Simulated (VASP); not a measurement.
Runs of VASP 6.6.1 on CaO. The structure is that of space group Fm-3m (No. 225), or close to it. The cells are those of the table. 

| task | level | potentials or basis | cell | k mesh | cutoff (eV) | smearing | k mesh for the DOS | occupations for the DOS | ions in elastic constants | gap on the mesh (eV) | pressure (GPa) |
| --- | --- | --- | --- | --- | --- | --- | --- | --- | --- | --- | --- |
| relaxation of cell and atoms | PBE | VASP PAW PBE potentials, release 64 (Ca_sv, O) | relaxed from a = 3.418 Å, angles 60.0°, 2 atoms | 6 × 6 × 6 | 600 | gaussian 0.1 eV | - | - | - | 3.64 | 0.3 |
| single point | LDA | VASP PAW LDA potentials, release 64 (Ca_sv, O) | a = 3.416 Å, angles 60.0°, 2 atoms | 8 × 8 × 8 | 600 | gaussian 0.02 eV | - | - | - | (b) | (a) |
| relaxation of cell and atoms | PBE | VASP PAW PBE potentials, release 64 (Ca_sv, O) | relaxed from a = 3.418 Å, angles 60.0°, 2 atoms | 8 × 8 × 8 | 600 | gaussian 0.02 eV | - | - | - | 3.64 | -0.1 |
| single point | r2SCAN | VASP PAW PBE potentials, release 64 (Ca_sv, O) | a = 3.416 Å, angles 60.0°, 2 atoms | 8 × 8 × 8 | 660 | gaussian 0.02 eV | - | - | - | 4.19 | -1.7 |
| single point | PBE | VASP PAW PBE potentials, release 64 (Ca_sv, O) | a = 3.418 Å, angles 60.0°, 2 atoms | 6 × 6 × 6 | 600 | gaussian 0.1 eV | - | - | - | 3.64 | 0.2 |
| single point | PBE | VASP PAW PBE potentials, release 64 (Ca_sv, O) | a = 3.416 Å, angles 60.0°, 2 atoms | 8 × 8 × 8 | 600 | gaussian 0.02 eV | - | - | - | 3.64 | 0.5 |

Alike in all rows: no spin polarisation.

Problem. Estimate the missing entries.

Solution. (a) -7.8; (b) 3.47.

Caveats: the relaxation stopped at its first step, so nothing moved (some runs); the PAW data sets were made with another functional, which shifts forces and pressure a little (some runs).

A k mesh can miss the band edges.
